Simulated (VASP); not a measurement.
## Yb: single point with PBEsol+U

Yb:

```xyz
1
Lattice="-2.1515 2.1515 2.1515 2.1515 -2.1515 2.1515 2.1515 2.1515 -2.1515" Properties=species:S:1:pos:R:3 pbc="T T T"
Yb    0.0000    0.0000    0.0000
```

This isn't the form of Yb at room conditions, which is fcc.

* Program: VASP 6.6.1
* Task: single point
* Functional: PBEsol
* Potentials or basis: VASP PAW PBE potentials, release 64 (Yb)
* Cutoff: 520 eV
* k mesh: 9 × 9 × 9
* Occupations: fermi-dirac, width 0.05 eV
* Spin: collinear spin, ferromagnetic start
* Starting moments: [1.0] μB
* Hubbard terms: Yb f U = 4.0 eV
* Dipole correction: no
* Further INCAR settings: ALGO = Normal; EDIFF = 1e-07; NBANDS = 22

```yaml
Pressure: -2.2 GPa
Band_gap_on_the_k_mesh: zero (filled and empty bands overlap)
Net_moment: 0.00 μB per cell
Valence_electrons_inside_the_program's_atomic_spheres: Yb 22.17
```

Levels at points of the mesh, in eV from the Fermi level:
Spin up:
| k point | band 9 | band 10 | band 11 | band 12 | band 13 | band 14 | band 15 | band 16 |
| --- | --- | --- | --- | --- | --- | --- | --- | --- |
| (0.00, 0.00, 0.00) | -0.96 | -0.96 | -0.96 | -0.94 | 2.98 | 2.98 | 2.98 | 4.74 |
Spin down:
```
           k point  band 10  band 11  band 12  band 13  band 14  band 15
(0.00, 0.00, 0.00)    -0.96    -0.96    -0.94     2.98     2.98     2.98
```

Eigenvalues of the final occupation matrices:
| site | spin | trace | eigenvalues |
| --- | --- | --- | --- |
| site 1 f | 1 | 6.89 | 0.98 0.98 0.98 0.99 0.99 0.99 0.99 |
| site 1 f | 2 | 6.89 | 0.98 0.98 0.98 0.99 0.99 0.99 0.99 |

Run time: 2.2 min on 1 thread of Oxide Virtual Turin-like Processor, with other jobs on the host, peak memory 0.18 GiB.

Caveat: the PAW data sets were made with another functional, which shifts forces and pressure a little; spin-orbit coupling is left out, which moves the levels of the heavy elements. The state reached can hang on the start; a lower one may exist.
